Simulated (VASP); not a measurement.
# Pt (Fm-3m) in VASP: notebook

Runs on Pt. Level: r2SCAN. Tasks: single point.

Everything below comes from runs of VASP 6.6.1. Logs are shortened: lines on timing, memory, paths and dates and some standing lists are left out, and cuts for length are marked.

## 1. The cell of the first run

Symmetry: Fm-3m, No. 225, cubic system. The conventional cell has a = 3.941 Å, b = 3.941 Å, c = 3.941 Å, α = 90.00°, β = 90.00°, γ = 90.00°. Within 3.7 Å of Pt (site symmetry m-3m) lie 12 Pt at 2.79 Å.

## 2. Single point, r2SCAN

Input file POSCAR:

```
Pt
1.0
    0.0000000000      1.9705765473      1.9705765473
    1.9705765473      0.0000000000      1.9705765473
    1.9705765473      1.9705765473      0.0000000000
Pt
1
Direct
    0.0000000000      0.0000000000      0.0000000000
```

Input file INCAR.step1:

```
  PREC = Accurate
  ENCUT = 520
  ISMEAR = -1
  SIGMA = 0.1
  LREAL = False
  LASPH = True
  NELM = 80
  NBANDS = 11
  GGA = PE
  ALGO = Normal
  EDIFF = 1E-4
  LWAVE = True
  LCHARG = False
```

Input file INCAR.step2:

```
  PREC = Accurate
  ENCUT = 520
  EDIFF = 1E-7
  ISMEAR = -1
  SIGMA = 0.1
  LREAL = False
  LASPH = True
  NELM = 80
  ALGO = Normal
  ISIF = 2
  LWAVE = False
  LCHARG = True
  METAGGA = R2SCAN
  LMIXTAU = True
  LELF = True
  LVHAR = True
  NBANDS = 11
  ISTART = 1
```

Input file KPOINTS:

```
Automatic mesh
0
Gamma
  2 2 2
```

Potentials or basis: VASP PAW PBE potentials, release 64 (Pt).

The run is started by

```bash
> cat potpaw_PBE.64/Pt/POTCAR > POTCAR
> cp INCAR.step1 INCAR
> mpirun -np 1 vasp_std > vasp.out
> cp INCAR.step2 INCAR
> mpirun -np 1 vasp_std > vasp.out
```

OUTCAR:

```text
PREC = Accurate
   ENCUT = 520
   EDIFF = 1E-7
   ISMEAR = -1
   LREAL = False
   LASPH = True
   NELM = 80
   ISIF = 2
   METAGGA = R2SCAN
   ISTART = 1

 ion  position               nearest neighbor table
   1  0.000  0.000  0.000-

  LATTYP: Found a face centered cubic cell.
 ALAT       =     3.9411530946

  Lattice vectors:

 A1 = (   0.0000000000,   1.9705765473,   1.9705765473)
 A2 = (   1.9705765473,   0.0000000000,   1.9705765473)
 A3 = (   1.9705765473,   1.9705765473,   0.0000000000)

Analysis of symmetry for initial positions (statically):
=====================================================================
 Subroutine PRICEL returns:
 Original cell was already a primitive cell.

 Routine SETGRP: Setting up the symmetry group for a
 face centered cubic supercell.

 Subroutine GETGRP returns: Found 48 space group operations
 (whereof 48 operations were pure point group operations)
 out of a pool of 48 trial point group operations.

The static configuration has the point symmetry O_h .

Analysis of symmetry for dynamics (positions and initial velocities):
=====================================================================
 Subroutine PRICEL returns:
 Original cell was already a primitive cell.

 Routine SETGRP: Setting up the symmetry group for a
 face centered cubic supercell.

 Subroutine GETGRP returns: Found 48 space group operations
 (whereof 48 operations were pure point group operations)
 out of a pool of 48 trial point group operations.

The dynamic configuration has the point symmetry O_h .

 Subroutine INISYM returns: Found 48 space group operations
 (whereof 48 operations are pure point group operations),
 and found     1 'primitive' translations

----------------------------------------------------------------------------------------

                                     Primitive cell

  volume of cell :      15.3042

  direct lattice vectors                    reciprocal lattice vectors
     0.000000000  1.970576547  1.970576547    -0.253732848  0.253732848  0.253732848
     1.970576547  0.000000000  1.970576547     0.253732848 -0.253732848  0.253732848
     1.970576547  1.970576547  0.000000000     0.253732848  0.253732848 -0.253732848

  length of vectors
     2.786816079  2.786816079  2.786816079     0.439478185  0.439478185  0.439478185

  position of ions in fractional coordinates (direct lattice)
     0.000000000  0.000000000  0.000000000

  ion indices of the primitive-cell ions
   primitive index   ion index
                 1           1

----------------------------------------------------------------------------------------

 KPOINTS: Automatic mesh

Automatic generation of k-mesh.
 Grid dimensions read from file:
 generate k-points for:    2    2    2

 Generating k-lattice:

  Cartesian coordinates                     Fractional coordinates (reciprocal lattice)
    -0.126866424  0.126866424  0.126866424     0.500000000  0.000000000  0.000000000
     0.126866424 -0.126866424  0.126866424     0.000000000  0.500000000  0.000000000
     0.126866424  0.126866424 -0.126866424     0.000000000  0.000000000  0.500000000

  Length of vectors
     0.219739092  0.219739092  0.219739092

  Shift w.r.t. Gamma in fractional coordinates (k-lattice)
     0.000000000  0.000000000  0.000000000

 Subroutine IBZKPT returns following result:
 ===========================================

 Found      3 irreducible k-points:

 Following reciprocal coordinates:
            Coordinates               Weight
  0.000000  0.000000  0.000000      1.000000
  0.500000  0.000000  0.000000      4.000000
  0.500000  0.500000  0.000000      3.000000
   k-points           NKPTS =      3   k-points in BZ     NKDIM =      3   number of bands    NBANDS=     11
   number of dos      NEDOS =    301   number of ions     NIONS =      1
   total plane-waves  NPLWV =  13824
   dimension x,y,z NGX =    24 NGY =   24 NGZ =   24
   dimension x,y,z NGXF=    48 NGYF=   48 NGZF=   48
   ions per type =               1
   NGX,Y,Z   is equivalent  to a cutoff of  14.32, 14.32, 14.32 a.u.
   NGXF,Y,Z  is equivalent  to a cutoff of  28.63, 28.63, 28.63 a.u.
 SYSTEM =  unknown system
   PREC   = accura    normal or accurate (medium, high low for compatibility)
   ISTART =      1    job   : 0-new  1-cont  2-samecut
   ICHARG =      0    charge: 1-file 2-atom 10-const
   ISPIN  =      1    spin polarized calculation?
   LNONCOLLINEAR =      F non collinear calculations
   LSORBIT =      F    spin-orbit coupling
   LASPH  =      T    aspherical Exc in radial PAW
   ENCUT  =  520.0 eV  38.22 Ry    6.18 a.u.   5.18  5.18  5.18*2*pi/ulx,y,z
   NELM   =     80;   NELMIN=  2; NELMDL=  0     # of ELM steps
   EDIFF  = 0.1E-06   stopping-criterion for ELM
   LREAL  =      F    real-space projection
   EDIFFG = 0.1E-05   stopping-criterion for IOM
   NSW    =      0    number of steps for IOM
   IBRION =     -1    ionic relax: 0-MD 1-quasi-New 2-CG
   NFREE  =      0    steps in history (QN), initial steepest desc. (CG)
   ISIF   =      2    stress and relaxation
   ISYM   =      2    0-nonsym 1-usesym 2-fastsym
   POTIM  = 0.5000    time-step for ionic-motion
   TEBEG  =    0.0;   TEEND  =   0.0 temperature during run
   PSTRESS=    0.0 pullay stress
   NELECT =      10.0000    total number of electrons
   NUPDOWN=      -1.0000    fix difference up-down
   EMIN   =  10.00;   EMAX   =-10.00  energy-range for DOS
   EFERMI =   0.00;   METHOD = LEGACY
   ISMEAR =    -1;   SIGMA  =   0.10  broadening in eV -4-tet -1-fermi 0-gaus
   EFERMI_NEDOS =   21; number of points for ismear=-14 and -15
   IALGO  =     38    algorithm
   IMIX   =      4    mixing-type and parameters
     AMIX     =   0.40;   BMIX     =  1.00
     AMIX_MAG =   1.60;   BMIX_MAG =  1.00
  volume/ion in A,a.u.               =      15.30       103.28
  Fermi-wavevector in a.u.,A,eV,Ry     =   1.420599  2.684543 27.457940  2.018102
  Thomas-Fermi vector in A             =   2.541497
   LORBIT       =      0    0 simple, 1 ext, 2 COOP (PROOUT), +10 PAW based schemes
   METAGGA = R2SCAN    functional components
   LHFCALC =     F    Hartree Fock is set to
   AEXX    =    0.0000 exact exchange contribution
   IVDW    =     0    specifies the selected vdW correction
   LEPSILON=     F    determine dielectric tensor
   LRPA    =     F    only Hartree local field effects (RPA)
 non-spin polarized calculation
  energy-cutoff  :      520.00
  volume of cell :       15.30
 maximum number of plane-waves:       412
 NGX is ok and might be reduce to    24
   NGX = 11   NGY = 11   NGZ = 11

 number of electron      10.0000001 magnetization

 Free energy of the ion-electron system (eV)
  ---------------------------------------------------
  ext. energy  EPLUGINS =         0.00000000
  ---------------------------------------------------
  free energy    TOTEN  =       -46.97362032 eV

  energy without entropy =      -46.86045384  energy(sigma->0) =      -46.91703708

 E-fermi :  11.2751     XC(G=0): -14.5186

 val. band max:       10.9310082076   @ k =   0.5000   0.0000   0.0000
 cond. band min:      11.4033340410   @ k =   0.5000   0.5000   0.0000
 fundamental gap:      0.4723258333
 Fermi energy:        11.2751439183

 k-point     1 :       0.0000    0.0000    0.0000
  band No.  band energies     occupation
      1       0.4446      2.00000
      2       7.0551      2.00000
      3       7.0551      2.00000
      4       7.0551      2.00000
      5       9.2105      2.00000
      6       9.2105      2.00000
      7      26.2545      0.00000
      8      31.4071      0.00000
      9      31.4071      0.00000
     10      31.4071      0.00000
     11      36.8178      0.00000

 k-point     2 :       0.5000    0.0000    0.0000
  band No.  band energies     occupation
      1       3.4639      2.00000
      2       6.9677      2.00000
      3       6.9677      2.00000
      4      10.4392      1.99953
      5      10.9310      1.93795
      6      10.9310      1.93794
      7      16.9107      0.00000
      8      25.7673      0.00000
      9      30.6265      0.00000
     10      30.6265      0.00000
     11      40.2270      0.00000

 k-point     3 :       0.5000    0.5000    0.0000
  band No.  band energies     occupation
      1       3.6229      2.00000
      2       4.1845      2.00000
      3      10.8756      1.96386
      4      11.4033      0.43445
      5      11.4033      0.43445
      6      12.8365      0.00000
      7      20.0303      0.00000
      8      22.7764      0.00000
      9      22.7764      0.00000
     10      31.6588      0.00000
     11      34.8923      0.00000

------------------------ aborting loop because EDIFF is reached ----------------------------------------

  FORCE on cell =-STRESS in cart. coord.  units (eV):
  Direction    XX          YY          ZZ          XY          YZ          ZX
  --------------------------------------------------------------------------------------
  -------------------------------------------------------------------------------------
  Total        6.1848081      6.1848081      6.1848081      0.0000000      0.0000000     -0.0000000
  in kB      647.4807843    647.4807843    647.4807843      0.0000000      0.0000000     -0.0000000
  external PRESSURE =     647.4807843 kB  Pullay stress =       0.0000000 kB

 VOLUME and BASIS-vectors are now :
 -----------------------------------------------------------------------------
  energy-cutoff  :      520.00
  volume of cell :       15.30
      direct lattice vectors                 reciprocal lattice vectors
     0.000000000  1.970576547  1.970576547    -0.253732848  0.253732848  0.253732848
     1.970576547  0.000000000  1.970576547     0.253732848 -0.253732848  0.253732848
     1.970576547  1.970576547  0.000000000     0.253732848  0.253732848 -0.253732848

 POSITION                                       TOTAL-FORCE (eV/Angst)
 -----------------------------------------------------------------------------------
      0.00000      0.00000      0.00000        -0.000000      0.000000     -0.000000
 -----------------------------------------------------------------------------------
    total drift:                               -0.000000      0.000000     -0.000000

  FREE ENERGIE OF THE ION-ELECTRON SYSTEM (eV)
  ---------------------------------------------------
  free  energy   TOTEN  =       -46.9736203152 eV

  energy  without entropy=      -46.8604538409  energy(sigma->0) =      -46.91703708
```

It took 7 s on 1 thread of AMD EPYC 7R13, shared host; peak memory 0.14 GiB.

Results:

```
Free energy            : -46.9736 eV
Pressure               : 64.7 GPa
Band gap on the k mesh : zero (band 5 reaches 11.40 eV, above the bottom of band 6 at 9.21 eV)
```

Caveat: the k points lie up to 1.38 Å⁻¹ apart; the PAW data sets were made with another functional, which shifts forces and pressure a little; spin-orbit coupling is left out, which moves the levels of the heavy elements.

## 3. Single point, r2SCAN

POSCAR is that of step 2.

Input file INCAR.step1:

```
SYSTEM = Pt
PREC = Accurate
ENCUT = 520
ISMEAR = -1
SIGMA = 0.1
LREAL = .False.
LASPH = .True.
NELM = 60
NBANDS = 11
GGA = PE
ALGO = Normal
EDIFF = 1E-4
LWAVE = .True.
LCHARG = .False.
```

Input file INCAR.step2:

```
SYSTEM = Pt
PREC = Accurate
ENCUT = 520
EDIFF = 1E-6
ISMEAR = -1
SIGMA = 0.1
LREAL = .False.
LASPH = .True.
NELM = 60
ALGO = Normal
ISIF = 2
LWAVE = .False.
LCHARG = .False.
METAGGA = R2SCAN
LMIXTAU = .True.
NBANDS = 11
ISTART = 1
```

Input file KPOINTS:

```
Automatic mesh
0
Gamma
  4 4 4
  0 0 0
```

Potentials or basis: VASP PAW PBE potentials, release 64 (Pt).

The run is started by

```bash
> cat potpaw_PBE.64/Pt/POTCAR > POTCAR
> cp INCAR.step1 INCAR
> mpirun -np 1 vasp_std > vasp.out
> cp INCAR.step2 INCAR
> mpirun -np 1 vasp_std > vasp.out
```

It took 8 s on 1 thread of AMD EPYC 7R13, shared host; peak memory 0.14 GiB.

It converged, with:

| Quantity | Value |
| --- | --- |
| Free energy | -51.6586 eV |
| Pressure | -1.5 GPa |
| Band gap on the k mesh | zero (band 5 reaches 11.24 eV, above the bottom of band 6 at 9.01 eV) |

Levels at points of the mesh, in eV from the Fermi level:
```
           k point  band 3  band 4  band 5  band 6  band 7  band 8
(0.00, 0.00, 0.00)   -4.07   -4.07   -1.96   -1.96   15.30   20.38
(0.50, 0.00, 0.00)   -4.16   -0.49   -0.22   -0.22    5.80   14.92
(0.50, 0.50, 0.00)   -0.30    0.26    0.26    1.75    8.94   11.74
```

Caveat: the k points lie up to 0.69 Å⁻¹ apart; the PAW data sets were made with another functional, which shifts forces and pressure a little; spin-orbit coupling is left out, which moves the levels of the heavy elements.
